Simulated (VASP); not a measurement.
# Al7GaP8 (P1) in VASP: a series of runs

Aim: see how the results for Al7GaP8 move with the level of theory and the settings. Levels: PBEsol, PBEsol+D4. Tasks: single point.

Program: VASP 6.6.1. These are calculated values, not measurements. Logs are shortened: lines on timing, memory, paths and dates and some standing lists are left out, and cuts for length are marked.

### 1 The cell of the first run

The typed cell holds 16 atoms: a = 7.717 Å, b = 6.683 Å, c = 6.335 Å, α = 90.00°, β = 90.00°, γ = 90.00°.

### 2 Single point, PBEsol

Input file INCAR:

```
SYSTEM = Al7GaP8
  PREC = Accurate
  ENCUT = 520
  EDIFF = 1E-6
  ISMEAR = -1
  SIGMA = 0.05
  LREAL = Auto
  LASPH = .TRUE.
  NELM = 100
  ALGO = Normal
  ISIF = 2
  LWAVE = .FALSE.
  LCHARG = .FALSE.
  GGA = PS
  NBANDS = 51
```

Input file KPOINTS:

```
Automatic mesh
0
Gamma
  2 2 2
  0.5 0.5 0.5
```

Input file POSCAR:

```
Al7GaP8
1.0
    7.7165660000      0.0000000000      0.0000000000
    0.0000000000      6.6827430000      0.0000000000
    0.0000000000      0.0000000000      6.3353300000
Al Ga P
7 1 8
Direct
    0.9827040000      0.3409820000      0.0065270000
    0.5025680000      0.3296650000      0.9841660000
    0.2576040000      0.8226720000      0.9838700000
    0.7492960000      0.8477330000      0.9677320000
    0.2803730000      0.1500940000      0.5149070000
    0.7472180000      0.1444780000      0.4777920000
    0.5081560000      0.6628190000      0.4897100000
    0.0037410000      0.6718300000      0.4843290000
    0.9879550000      0.3295820000      0.3927160000
    0.5193260000      0.3478200000      0.3904860000
    0.2291880000      0.8733600000      0.3843890000
    0.7419010000      0.8458570000      0.3680600000
    0.2578170000      0.1835590000      0.8565690000
    0.9895750000      0.6848180000      0.8458780000
    0.7650370000      0.1927920000      0.8746140000
    0.4923480000      0.6901840000      0.8948780000
```

Potentials or basis: VASP PAW PBE potentials, release 64 (Al, Ga_d, P).

Run with:

```console
$ cat potpaw_PBE.64/Al/POTCAR potpaw_PBE.64/Ga_d/POTCAR potpaw_PBE.64/P/POTCAR > POTCAR
$ mpirun -np 1 vasp_std > vasp.out
```

OUTCAR:

```text
SYSTEM = Al7GaP8
   PREC = Accurate
   ENCUT = 520
   EDIFF = 1E-6
   ISMEAR = -1
   LREAL = Auto
   LASPH = .TRUE.
   NELM = 100
   ISIF = 2
   GGA = PS

 ion  position               nearest neighbor table
   1  0.983  0.341  0.007-  15 2.12   9 2.45  14 2.51  13 2.55
   2  0.503  0.330  0.984-  13 2.27  15 2.33  16 2.48  10 2.58
   3  0.258  0.823  0.984-  16 2.09  14 2.43  13 2.54  11 2.57
   4  0.749  0.848  0.968-  14 2.28  16 2.29  15 2.38  12 2.54
   5  0.280  0.150  0.515-  11 2.06  13 2.18  10 2.40   9 2.67
   6  0.747  0.144  0.478-  12 2.11  10 2.29   9 2.30  15 2.54
[... 8 lines left out ...]
  15  0.765  0.193  0.875-   1 2.12   2 2.33   4 2.38   6 2.54
  16  0.492  0.690  0.895-   3 2.09   4 2.29   2 2.48   7 2.58

  LATTYP: Found a simple orthorhombic cell.
 ALAT       =     6.3353300000
 B/A-ratio  =     1.0548373960
 C/A-ratio  =     1.2180211607

  Lattice vectors:

 A1 = (   0.0000000000,   0.0000000000,  -6.3353300000)
 A2 = (   0.0000000000,   6.6827430000,   0.0000000000)
 A3 = (   7.7165660000,   0.0000000000,   0.0000000000)

Analysis of symmetry for initial positions (statically):
=====================================================================
 Subroutine PRICEL returns:
 Original cell was already a primitive cell.

 Routine SETGRP: Setting up the symmetry group for a
 simple orthorhombic supercell.

 Subroutine GETGRP returns: Found  1 space group operations
 (whereof  1 operations were pure point group operations)
 out of a pool of  8 trial point group operations.

The static configuration has the point symmetry C_1 .

Analysis of symmetry for dynamics (positions and initial velocities):
=====================================================================
 Subroutine PRICEL returns:
 Original cell was already a primitive cell.

 Routine SETGRP: Setting up the symmetry group for a
 simple orthorhombic supercell.

 Subroutine GETGRP returns: Found  1 space group operations
 (whereof  1 operations were pure point group operations)
 out of a pool of  8 trial point group operations.

The dynamic configuration has the point symmetry C_1 .

 Subroutine INISYM returns: Found  1 space group operations
 (whereof  1 operations are pure point group operations),
 and found     1 'primitive' translations

----------------------------------------------------------------------------------------

                                     Primitive cell

  volume of cell :     326.6992

  direct lattice vectors                    reciprocal lattice vectors
     7.716566000  0.000000000  0.000000000     0.129591323  0.000000000  0.000000000
     0.000000000  6.682743000  0.000000000     0.000000000  0.149639153  0.000000000
     0.000000000  0.000000000  6.335330000     0.000000000  0.000000000  0.157844974

  length of vectors
     7.716566000  6.682743000  6.335330000     0.129591323  0.149639153  0.157844974

  position of ions in fractional coordinates (direct lattice)
     0.982704000  0.340982000  0.006527000
     0.502568000  0.329665000  0.984166000
     0.257604000  0.822672000  0.983870000
     0.749296000  0.847733000  0.967732000
     0.280373000  0.150094000  0.514907000
     0.747218000  0.144478000  0.477792000
[... 8 lines left out ...]
     0.765037000  0.192792000  0.874614000
     0.492348000  0.690184000  0.894878000

  ion indices of the primitive-cell ions
   primitive index   ion index
                 1           1
                 2           2
                 3           3
                 4           4
                 5           5
                 6           6
[... 8 lines left out ...]
                15          15
                16          16

----------------------------------------------------------------------------------------

 KPOINTS: Automatic mesh

Automatic generation of k-mesh.
 Grid dimensions read from file:
 generate k-points for:    2    2    2

 Generating k-lattice:

  Cartesian coordinates                     Fractional coordinates (reciprocal lattice)
     0.064795662  0.000000000  0.000000000     0.500000000  0.000000000  0.000000000
     0.000000000  0.074819576  0.000000000     0.000000000  0.500000000  0.000000000
     0.000000000  0.000000000  0.078922487     0.000000000  0.000000000  0.500000000

  Length of vectors
     0.064795662  0.074819576  0.078922487

  Shift w.r.t. Gamma in fractional coordinates (k-lattice)
     0.500000000  0.500000000  0.500000000

 Subroutine IBZKPT returns following result:
 ===========================================

 Found      4 irreducible k-points:

 Following reciprocal coordinates:
            Coordinates               Weight
  0.250000  0.250000  0.250000      2.000000
 -0.250000 -0.250000  0.250000      2.000000
 -0.250000  0.250000 -0.250000      2.000000
  0.250000 -0.250000 -0.250000      2.000000
   k-points           NKPTS =      4   k-points in BZ     NKDIM =      4   number of bands    NBANDS=     51
   number of dos      NEDOS =    301   number of ions     NIONS =     16
   total plane-waves  NPLWV = 144000
   dimension x,y,z NGX =    60 NGY =   50 NGZ =   48
   dimension x,y,z NGXF=   120 NGYF=  100 NGZF=   96
   ions per type =               7   1   8
   NGX,Y,Z   is equivalent  to a cutoff of  12.93, 12.44, 12.60 a.u.
   NGXF,Y,Z  is equivalent  to a cutoff of  25.85, 24.88, 25.19 a.u.
 SYSTEM =  Al7GaP8
   PREC   = accura    normal or accurate (medium, high low for compatibility)
   ISTART =      0    job   : 0-new  1-cont  2-samecut
   ICHARG =      2    charge: 1-file 2-atom 10-const
   ISPIN  =      1    spin polarized calculation?
   LNONCOLLINEAR =      F non collinear calculations
   LSORBIT =      F    spin-orbit coupling
   LASPH  =      T    aspherical Exc in radial PAW
   ENCUT  =  520.0 eV  38.22 Ry    6.18 a.u.  14.35 12.43 11.78*2*pi/ulx,y,z
   NELM   =    100;   NELMIN=  2; NELMDL= -5     # of ELM steps
   EDIFF  = 0.1E-05   stopping-criterion for ELM
   LREAL  =      T    real-space projection
   EDIFFG = 0.1E-04   stopping-criterion for IOM
   NSW    =      0    number of steps for IOM
   IBRION =     -1    ionic relax: 0-MD 1-quasi-New 2-CG
   NFREE  =      0    steps in history (QN), initial steepest desc. (CG)
   ISIF   =      2    stress and relaxation
   ISYM   =      2    0-nonsym 1-usesym 2-fastsym
   POTIM  = 0.5000    time-step for ionic-motion
   TEBEG  =    0.0;   TEEND  =   0.0 temperature during run
   PSTRESS=    0.0 pullay stress
   NELECT =      74.0000    total number of electrons
   NUPDOWN=      -1.0000    fix difference up-down
   EMIN   =  10.00;   EMAX   =-10.00  energy-range for DOS
   EFERMI =   0.00;   METHOD = LEGACY
   ISMEAR =    -1;   SIGMA  =   0.05  broadening in eV -4-tet -1-fermi 0-gaus
   EFERMI_NEDOS =   21; number of points for ismear=-14 and -15
   IALGO  =     38    algorithm
   IMIX   =      4    mixing-type and parameters
     AMIX     =   0.40;   BMIX     =  1.00
     AMIX_MAG =   1.60;   BMIX_MAG =  1.00
  volume/ion in A,a.u.               =      20.42       137.79
  Fermi-wavevector in a.u.,A,eV,Ry     =   0.997936  1.885826 13.549720  0.995876
  Thomas-Fermi vector in A             =   2.130126
   LORBIT       =      0    0 simple, 1 ext, 2 COOP (PROOUT), +10 PAW based schemes
   GGA     = PS    functional components
   LHFCALC =     F    Hartree Fock is set to
   AEXX    =    0.0000 exact exchange contribution
   IVDW    =     0    specifies the selected vdW correction
   LEPSILON=     F    determine dielectric tensor
   LRPA    =     F    only Hartree local field effects (RPA)
 non-spin polarized calculation
  energy-cutoff  :      520.00
  volume of cell :      326.70
 maximum number of plane-waves:      8790
 NGX is ok and might be reduce to    60
   NGX = 29   NGY = 25   NGZ = 23

 number of electron      74.0000007 magnetization

 Free energy of the ion-electron system (eV)
  ---------------------------------------------------
  ext. energy  EPLUGINS =         0.00000000
  ---------------------------------------------------
  free energy    TOTEN  =       -83.27607809 eV

  energy without entropy =      -83.27607809  energy(sigma->0) =      -83.27607809

 E-fermi :   5.4808     XC(G=0):  -9.4232

 val. band max:        4.3940172462   @ k =  -0.2500  -0.2500   0.2500
 cond. band min:       6.5510501483   @ k =  -0.2500  -0.2500   0.2500
 fundamental gap:      2.1570329021
 Fermi energy:         5.4808348166

 k-point     1 :       0.2500    0.2500    0.2500
  band No.  band energies     occupation
      1      -9.7826      2.00000
      2      -9.7512      2.00000
      3      -9.7128      2.00000
      4      -9.6616      2.00000
      5      -9.6354      2.00000
      6      -6.8210      2.00000
[... 41 lines left out ...]
     48       8.6821      0.00000
     49       8.8893      0.00000

 k-point     2 :      -0.2500   -0.2500    0.2500
  band No.  band energies     occupation
      1      -9.7827      2.00000
      2      -9.7512      2.00000
      3      -9.7128      2.00000
      4      -9.6616      2.00000
      5      -9.6354      2.00000
      6      -6.8257      2.00000
[... 41 lines left out ...]
     48       8.7821      0.00000
     49       8.8875      0.00000

 k-point     3 :      -0.2500    0.2500   -0.2500
  band No.  band energies     occupation
      1      -9.7827      2.00000
      2      -9.7512      2.00000
      3      -9.7128      2.00000
      4      -9.6616      2.00000
      5      -9.6354      2.00000
      6      -6.8353      2.00000
[... 41 lines left out ...]
     48       8.6979      0.00000
     49       8.8970      0.00000

 k-point     4 :       0.2500   -0.2500   -0.2500
  band No.  band energies     occupation
      1      -9.7827      2.00000
      2      -9.7512      2.00000
      3      -9.7128      2.00000
      4      -9.6616      2.00000
      5      -9.6354      2.00000
      6      -6.8323      2.00000
[... 41 lines left out ...]
     48       8.6656      0.00000
     49       8.9175      0.00000
 [bands above 49 left out]

------------------------ aborting loop because EDIFF is reached ----------------------------------------

  FORCE on cell =-STRESS in cart. coord.  units (eV):
  Direction    XX          YY          ZZ          XY          YZ          ZX
  --------------------------------------------------------------------------------------
  -------------------------------------------------------------------------------------
  Total        7.8296109     11.6555878      0.1337796      3.2816485      8.1801088     -0.3386057
  in kB       38.3974768     57.1605877      0.6560734     16.0936505     40.1163659     -1.6605686
  external PRESSURE =      32.0713793 kB  Pullay stress =       0.0000000 kB

 VOLUME and BASIS-vectors are now :
 -----------------------------------------------------------------------------
  energy-cutoff  :      520.00
  volume of cell :      326.70
      direct lattice vectors                 reciprocal lattice vectors
     7.716566000  0.000000000  0.000000000     0.129591323  0.000000000  0.000000000
     0.000000000  6.682743000  0.000000000     0.000000000  0.149639153  0.000000000
     0.000000000  0.000000000  6.335330000     0.000000000  0.000000000  0.157844974

 POSITION                                       TOTAL-FORCE (eV/Angst)
 -----------------------------------------------------------------------------------
      7.58310      2.27870      0.04135         2.908949      1.526268      1.009142
      3.87810      2.20307      6.23502         0.374253      0.953886      1.049622
      1.98782      5.49771      6.23314        -3.259058      2.543621      1.317548
      5.78199      5.66518      6.13090         0.015419      0.822615      1.192002
      2.16352      1.00304      3.26211        -0.207119      4.212941     -0.552698
      5.76596      0.96551      3.02697         0.340486      2.794839      1.945533
[... 8 lines left out ...]
      5.90346      1.28838      5.54097        -2.449488     -1.993440     -1.806718
      3.79924      4.61232      5.66935         2.524580     -2.441927     -1.989208
 -----------------------------------------------------------------------------------
    total drift:                                0.000932     -0.000836      0.001407

  FREE ENERGIE OF THE ION-ELECTRON SYSTEM (eV)
  ---------------------------------------------------
  free  energy   TOTEN  =       -83.2760780881 eV

  energy  without entropy=      -83.2760780872  energy(sigma->0) =      -83.27607809
```

Run time: 51 s. Hardware: 1 thread of AMD EPYC 9R45 (Zen 5), shared host; peak memory 0.34 GiB.

What came out:

```
Free energy            : -83.2761 eV
Pressure               : 3.2 GPa
Largest force          : 5.501 eV/Å
Band gap on the k mesh : 2.16 eV, direct
```

Forces on the atoms (eV/Å):
```
Al   2.909  1.526  1.009
Al   0.374  0.954  1.050
Al  -3.259  2.544  1.318
Al   0.015  0.823  1.192
Al  -0.207  4.213 -0.553
Al   0.340  2.795  1.946
Al  -1.268  1.959  1.150
Ga  -0.865 -0.235 -0.191
P    1.726  0.379 -1.064
P   -1.051 -1.648 -1.642
P    0.926 -4.676 -2.746
P    0.575 -2.722 -1.516
P   -1.199 -0.580  2.458
P    0.908 -0.897  1.384
P   -2.449 -1.993 -1.807
P    2.525 -2.442 -1.989
```

Caveat: the PAW data sets were made with another functional, which shifts forces and pressure a little.

(Part 1 of 2 ends here.)
